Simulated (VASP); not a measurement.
NaI, 4 atoms in the cell. Symmetry: Pm, No. 6, monoclinic system. The conventional cell has a = 4.622 Å, b = 4.270 Å, c = 7.798 Å, α = 90.00°, β = 90.00°, γ = 90.00°. Na (site symmetry m) has 4 I at 3.03 to 3.27 Å within 4.0 Å. Within 4.0 Å of Na (site symmetry m) lie 4 I at 3.05 to 3.29 Å. Within 4.0 Å of I (site symmetry m) lie 4 Na at 3.05 to 3.29 Å. I (site symmetry m) has 4 Na at 3.03 to 3.27 Å within 4.0 Å.  This cell differs from its parent crystal: all Na atoms moved -0.300 Å, as atom 1 towards its neighbour atom 2 (Na) at 4.202 Å.

| Property | Result |
| --- | --- |
| Program | VASP 6.6.1 |
| Task | single point |
| Functional | LDA |
| Potentials or basis | VASP PAW LDA potentials, release 64 (Na_pv, I) |
| Cutoff | 520 eV |
| k mesh | 6 × 6 × 4 |
| Occupations | gaussian, width 0.05 eV |
| Spin | no spin polarisation |
| Dipole correction | no |
| Further INCAR settings | ALGO = Normal; EDIFF = 1e-06; NBANDS = 22 |

Potentials or basis: VASP PAW LDA potentials, release 64 (Na_pv, I).

Run with:

```sh
$ cat potpaw_LDA.64/Na_pv/POTCAR potpaw_LDA.64/I/POTCAR > POTCAR
$ mpirun -np 1 vasp_std > vasp.out
```

Hardware: 1 thread of Intel(R) Xeon(R) 6975P-C (Granite Rapids), on a shared host.

Question: How long does it take, and how much memory?

Answer: Wall time 63 s on 1 thread of Intel(R) Xeon(R) 6975P-C (Granite Rapids), with other jobs on the host, peak memory 0.3 GiB. Counts: scf iterations 12, k points 56.
